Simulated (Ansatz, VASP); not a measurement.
**Be3CdS2 in VASP and in Ansatz**

```
CELL_PARAMETERS angstrom
5.18524 0.00000 0.00000
0.00000 5.18524 0.00000
0.00000 0.00000 3.93018
ATOMIC_POSITIONS crystal
Be 0.00000 0.00000 0.00000
Be 0.00000 0.50000 0.50000
Be 0.50000 0.00000 0.50000
Cd 0.50000 0.50000 0.00000
S 0.00000 0.50000 0.00000
S 0.50000 0.00000 0.00000
```

Alike in both runs: functional PBE; k mesh 4 × 4 × 4; occupations gaussian, width 0.1 eV; no spin polarisation.

Ansatz relaxed the structure, and its values are those at the end. VASP's run is a single point on that final structure, the one shown.

|  | VASP | Ansatz |
| --- | --- | --- |
| version | VASP 6.6.1 | Ansatz 0.2.0 |
| potentials or method | VASP PAW PBE potentials, release 64 (Be, Cd, S), cutoff 600 eV | scalar-relativistic, plane waves, PAW |
| valence electrons in the cell | 30 | 38 |

```tsv
	VASP	Ansatz	Ansatz less VASP
gap on the k mesh at the Fermi level (eV)	none	none	-
pressure (GPa)	0.2	0.0	-0.16
```

A gap of «none» marks a metal or a gap that the smearing closes. VASP's potentials hold 30 valence electrons a cell and Ansatz's 38, so a difference there can come from the potentials and not from the codes.

The k mesh is coarse, so the values compare programs but aren't converged.
